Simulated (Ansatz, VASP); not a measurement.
# Ag2O in VASP and in Ansatz

The input INCAR:

```
PREC = Accurate
ENCUT = 600
EDIFF = 1E-7
ISMEAR = 0
SIGMA = 0.1
LREAL = F
LASPH = T
NELM = 120
ALGO = Normal
ISIF = 3
LWAVE = F
LCHARG = F
GGA = PE
IVDW = 12
IBRION = 2
NSW = 100
EDIFFG = -0.01
GGA_COMPAT = F
NELMIN = 4
```

File KPOINTS:

```
regular mesh
0
Gamma
  8 8 8
```

POSCAR

```
Ag2O
1.0
    4.7539906500      0.0000000000      0.0000000000
    0.0000000000      4.7539906500      0.0000000000
    0.0000000000      0.0000000000      4.7539906500
Ag O
4 2
Direct
    0.2500000000      0.2500000000      0.7500000000
    0.7500000000      0.2500000000      0.2500000000
    0.2500000000      0.7500000000      0.2500000000
    0.7500000000      0.7500000000      0.7500000000
    0.0000000000      0.0000000000      0.0000000000
    0.5000000000      0.5000000000      0.5000000000
```

Input for Ansatz:

```yaml
crystal:
  lattice:
    - [4.75399065, 0.0, 0.0]
    - [0.0, 4.75399065, 0.0]
    - [0.0, 0.0, 4.75399065]
  atoms:
    - { symbol: Ag, position: [0.25, 0.25, 0.75] }
    - { symbol: Ag, position: [0.75, 0.25, 0.25] }
    - { symbol: Ag, position: [0.25, 0.75, 0.25] }
    - { symbol: Ag, position: [0.75, 0.75, 0.75] }
    - { symbol: O, position: [0.0, 0.0, 0.0] }
    - { symbol: O, position: [0.5, 0.5, 0.5] }
basis:
  ecutwfc: 420
kpoints:
  mp_grid: { grid: [8, 8, 8] }
hamiltonian:
  xc: pbe
  dispersion: d3bj
scf:
  occupations: { method: gaussian, width: 0.1 }
output:
  forces: true
  stress: true
  eigenvalues: true
  write_density: true
  write_potential: true
  elf: true
  volumetric_format: npy
relax:
  adjacent_minimum: "off"
  f_tol: 0.01
  max_steps: 80
  cell: { stress_tol: 0.05 }
```

Alike in both runs: task relaxation of cell and atoms; functional PBE; dispersion D3(BJ); k mesh 8 × 8 × 8; occupations gaussian, width 0.1 eV; no spin polarisation.

```csv
,VASP,Ansatz
version,VASP 6.6.1,Ansatz 0.2.0
potentials or method,"VASP PAW PBE potentials, release 64 (Ag, O), cutoff 600 eV","scalar-relativistic, plane waves, PAW"
valence electrons in the cell,56,88
```

```csv
,VASP,Ansatz,Ansatz less VASP
"gap on the k mesh at the Fermi level, each at its own relaxed structure (eV)",none,none,-
relaxed volume (Å³/atom),17.86,17.91,+0.051
relaxed cell length with the largest relative difference (Å),4.749,4.754,+0.0045
```

A gap of «none» marks a metal or a gap that the smearing closes. VASP's potentials hold 56 valence electrons a cell and Ansatz's 88, so a difference there can come from the potentials and not from the codes.
